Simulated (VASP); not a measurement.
# KBr (Pm-3m) in VASP: a series of runs, part 2 of 2

VASP 6.6.1. Earlier steps stand in the parts before.

## (5) Single point, LDA

This run uses another cell than the first one, of 33.06 Å³/atom, 1.064 times its volume.

Contents of INCAR:

```
SYSTEM = KBr
ALGO = Normal
EDIFF = 1E-6
ENCUT = 500
GGA_COMPAT = .False.
ISIF = 2
ISMEAR = 0
LASPH = .True.
LCHARG = .True.
LELF = .True.
LREAL = .False.
LVHAR = .True.
LWAVE = .False.
NBANDS = 15
NELM = 120
PREC = Accurate
SIGMA = 0.01
```

Contents of KPOINTS:

```
k-points
0
Gamma
  6 6 6
  0 0 0
```

Contents of POSCAR:

```
KBr
1.0
    4.0434990000      0.0000000000      0.0000000000
    0.0000000000      4.0434990000      0.0000000000
    0.0000000000      0.0000000000      4.0434990000
K Br
1 1
Direct
    0.0000000000      0.0000000000      0.0000000000
    0.5000000000      0.5000000000      0.5000000000
```

Potentials or basis: VASP PAW LDA potentials, release 64 (K_sv, Br).

Started as:

```console
$ cat potpaw_LDA.64/K_sv/POTCAR potpaw_LDA.64/Br/POTCAR > POTCAR
$ mpirun -np 1 vasp_std > vasp.out
```

OUTCAR:

```text
SYSTEM = KBr
   EDIFF = 1E-6
   ENCUT = 500
   ISIF = 2
   ISMEAR = 0
   LASPH = .True.
   LREAL = .False.
   NELM = 120
   PREC = Accurate

 ion  position               nearest neighbor table
   1  0.000  0.000  0.000-
   2  0.500  0.500  0.500-

  LATTYP: Found a simple cubic cell.
 ALAT       =     4.0434990000

  Lattice vectors:

 A1 = (   4.0434990000,   0.0000000000,   0.0000000000)
 A2 = (   0.0000000000,   4.0434990000,   0.0000000000)
 A3 = (   0.0000000000,   0.0000000000,   4.0434990000)

Analysis of symmetry for initial positions (statically):
=====================================================================
 Subroutine PRICEL returns:
 Original cell was already a primitive cell.

 Routine SETGRP: Setting up the symmetry group for a
 simple cubic supercell.

 Subroutine GETGRP returns: Found 48 space group operations
 (whereof 48 operations were pure point group operations)
 out of a pool of 48 trial point group operations.

The static configuration has the point symmetry O_h .

Analysis of symmetry for dynamics (positions and initial velocities):
=====================================================================
 Subroutine PRICEL returns:
 Original cell was already a primitive cell.

 Routine SETGRP: Setting up the symmetry group for a
 simple cubic supercell.

 Subroutine GETGRP returns: Found 48 space group operations
 (whereof 48 operations were pure point group operations)
 out of a pool of 48 trial point group operations.

The dynamic configuration has the point symmetry O_h .

 Subroutine INISYM returns: Found 48 space group operations
 (whereof 48 operations are pure point group operations),
 and found     1 'primitive' translations

----------------------------------------------------------------------------------------
[... 113 lines left out ...]
   GGA     = CA    functional components
   LHFCALC =     F    Hartree Fock is set to
   AEXX    =    0.0000 exact exchange contribution
   IVDW    =     0    specifies the selected vdW correction
   LEPSILON=     F    determine dielectric tensor
   LRPA    =     F    only Hartree local field effects (RPA)
 non-spin polarized calculation
 Gauss-broadening in eV      SIGMA  =   0.01
  energy-cutoff  :      500.00
  volume of cell :       66.11
 maximum number of plane-waves:      1743
 NGX is ok and might be reduce to    30
   NGX = 15   NGY = 15   NGZ = 15

 number of electron      15.9999999 magnetization

 Free energy of the ion-electron system (eV)
  ---------------------------------------------------
  ext. energy  EPLUGINS =         0.00000000
  ---------------------------------------------------
  free energy    TOTEN  =        -6.68445916 eV

  energy without entropy =       -6.68445916  energy(sigma->0) =       -6.68445916

 E-fermi :  -0.8638     XC(G=0):  -8.3171

 val. band max:       -0.9270899146   @ k =   0.5000   0.5000   0.0000
 cond. band min:       2.5542256556   @ k =   0.0000   0.0000   0.0000
 fundamental gap:      3.4813155702
 Fermi energy:        -0.8638316328

 k-point     1 :       0.0000    0.0000    0.0000
  band No.  band energies     occupation
      1     -29.2011      2.00000
      2     -13.7376      2.00000
      3     -12.8586      2.00000
      4     -12.8586      2.00000
      5     -12.8586      2.00000
      6      -1.1961      2.00000
      7      -1.1961      2.00000
      8      -1.1961      2.00000
      9       2.5542      0.00000
     10       4.6528      0.00000
     11       4.6528      0.00000
     12       8.5816      0.00000
     13       8.5816      0.00000
     14       8.5816      0.00000
[... 329 lines left out ...]
      2     -13.3673      2.00000
      3     -12.9762      2.00000
      4     -12.9762      2.00000
      5     -12.9762      2.00000
      6      -2.3911      2.00000
      7      -2.3911      2.00000
      8      -2.3911      2.00000
      9       6.1779      0.00000
     10       6.1779      0.00000
     11       6.1779      0.00000
     12       8.2661      0.00000
     13       8.2661      0.00000
     14       8.2661      0.00000
     15      10.1285      0.00000

------------------------ aborting loop because EDIFF is reached ----------------------------------------

  FORCE on cell =-STRESS in cart. coord.  units (eV):
  Direction    XX          YY          ZZ          XY          YZ          ZX
  --------------------------------------------------------------------------------------
  -------------------------------------------------------------------------------------
  Total       -1.0784764     -1.0784764     -1.0784764     -0.0000000     -0.0000000     -0.0000000
  in kB      -26.1366059    -26.1366059    -26.1366059     -0.0000000     -0.0000000     -0.0000000
  external PRESSURE =     -26.1366059 kB  Pullay stress =       0.0000000 kB

 VOLUME and BASIS-vectors are now :
 -----------------------------------------------------------------------------
  energy-cutoff  :      500.00
  volume of cell :       66.11
      direct lattice vectors                 reciprocal lattice vectors
     4.043499000  0.000000000  0.000000000     0.247310559  0.000000000  0.000000000
     0.000000000  4.043499000  0.000000000     0.000000000  0.247310559  0.000000000
     0.000000000  0.000000000  4.043499000     0.000000000  0.000000000  0.247310559

 POSITION                                       TOTAL-FORCE (eV/Angst)
 -----------------------------------------------------------------------------------
      0.00000      0.00000      0.00000         0.000000      0.000000      0.000000
      2.02175      2.02175      2.02175         0.000000      0.000000      0.000000
 -----------------------------------------------------------------------------------
    total drift:                                0.000000      0.000000     -0.000000

  FREE ENERGIE OF THE ION-ELECTRON SYSTEM (eV)
  ---------------------------------------------------
  free  energy   TOTEN  =        -6.6844591585 eV

  energy  without entropy=       -6.6844591585  energy(sigma->0) =       -6.68445916
```

OSZICAR:

```text
N       E                     dE             d eps       ncg     rms          rms(c)
DAV:   1     0.100871433037E+03    0.10087E+03   -0.69340E+03   600   0.931E+02
DAV:   2    -0.690983213346E+00   -0.10156E+03   -0.94564E+02   812   0.242E+02
DAV:   3    -0.668258722926E+01   -0.59916E+01   -0.59672E+01   824   0.497E+01
DAV:   4    -0.689137174028E+01   -0.20878E+00   -0.20875E+00   902   0.866E+00
DAV:   5    -0.689352315722E+01   -0.21514E-02   -0.21514E-02   838   0.956E-01    0.270E+00
DAV:   6    -0.672179460769E+01    0.17173E+00   -0.13410E-01   754   0.220E+00    0.204E+00
DAV:   7    -0.668671592730E+01    0.35079E-01   -0.61324E-02   761   0.162E+00    0.105E+00
DAV:   8    -0.668455144406E+01    0.21645E-02   -0.12377E-02   852   0.776E-01    0.160E-01
DAV:   9    -0.668443979479E+01    0.11165E-03   -0.62180E-04   793   0.155E-01    0.638E-02
DAV:  10    -0.668446095247E+01   -0.21158E-04   -0.87827E-05   763   0.770E-02    0.205E-02
DAV:  11    -0.668445972189E+01    0.12306E-05   -0.30398E-06   798   0.111E-02    0.116E-02
DAV:  12    -0.668445915846E+01    0.56344E-06   -0.23450E-06   747   0.108E-02
   1 F= -.66844592E+01 E0= -.66844592E+01  d E =-.327582E-21
```

It took 23 s on 1 thread of Intel Xeon 8259CL, shared host; peak memory 0.15 GiB.

Results:

```yaml
Free_energy: -6.6845 eV
Pressure: -2.6 GPa
Band_gap_on_the_k_mesh: 3.48 eV, indirect (least direct gap 3.75 eV)
```

A k mesh can miss the band edges. A hybrid or GW would open this gap; LDA tends to underestimate it.

## (6) Overview

```tsv
cell	gap on the mesh (eV)	pressure (GPa)
a = 3.961 Å, 2 atoms	3.67	-1.9
a = 3.989 Å, 2 atoms	3.60	-2.1
a = 4.016 Å, 2 atoms	3.54	-2.4
a = 4.043 Å, 2 atoms	3.48	-2.6
```

Alike in all rows: task single point; level LDA; potentials or basis VASP PAW LDA potentials, release 64 (K_sv, Br); no spin polarisation; k mesh 6 × 6 × 6; cutoff (eV) 500; smearing gaussian 0.01 eV.

Absolute energies hang on the potentials; compare differences alone.
